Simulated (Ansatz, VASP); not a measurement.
## TePb: VASP beside Ansatz

File INCAR:

```
PREC = Accurate
ENCUT = 520
EDIFF = 1E-7
ISMEAR = 1
SIGMA = 0.001
LREAL = False
LASPH = True
NELM = 100
ALGO = Normal
ISIF = 2
LWAVE = False
LCHARG = False
GGA = PS
NBANDS = 28
```

File KPOINTS:

```
regular mesh
0
Gamma
  6 6 2
```

POSCAR

```
TePb
1.0
    4.5439515437      0.0000000000      0.0000000000
   -2.2719757718      3.9351774704      0.0000000000
    0.0000000000      0.0000000000      7.9257636037
Pb Te
2 2
Direct
    0.0000000000      0.0000000000      0.0000000000
    0.0000000000      0.0000000000      0.5000000000
    0.3333333333      0.6666666667      0.2500000000
    0.6666666667      0.3333333333      0.7500000000
```

Input for Ansatz:

```yaml
crystal:
  lattice:
    - [4.5439515437, 0.0, 0.0]
    - [-2.2719757718, 3.9351774704, 0.0]
    - [0.0, 0.0, 7.9257636037]
  atoms:
    - { symbol: Pb, position: [0.0, 0.0, 0.0] }
    - { symbol: Pb, position: [0.0, 0.0, 0.5] }
    - { symbol: Te, position: [0.3333333333, 0.6666666667, 0.25] }
    - { symbol: Te, position: [0.6666666667, 0.3333333333, 0.75] }
kpoints:
  mp_grid: { grid: [6, 6, 2] }
hamiltonian:
  xc: pbesol
scf:
  occupations: { method: cold, width: 0.001 }
  n_extra_bands: 5
output:
  forces: true
  stress: true
  eigenvalues: true
```

Alike in both runs: task single point; functional PBEsol; k mesh 6 × 6 × 2; no spin polarisation.

```csv
,VASP,Ansatz
version,VASP 6.6.1,Ansatz 0.2.0
potentials or method,"VASP PAW PBE potentials, release 64 (Pb_d, Te)",plane waves
plane-wave cutoff (eV),520,420
occupations,"methfessel-paxton of order 1, width 0.001 eV","cold, width 0.001 eV"
valence electrons in the cell,40,60
```

|  | VASP | Ansatz | Ansatz less VASP |
| --- | --- | --- | --- |
| pressure (GPa) | -1.6 | -1.6 | +0.02 |
| traceless stress, the component that is largest in VASP (GPa) | -0.57 | -0.58 | -0.003 |

VASP's potentials were made for PBE, not for PBEsol. VASP's potentials hold 40 valence electrons a cell and Ansatz's 60, so a difference there can come from the potentials and not from the codes.

The k mesh is coarse, so the values compare programs but aren't converged. Neither program's run includes spin-orbit coupling.
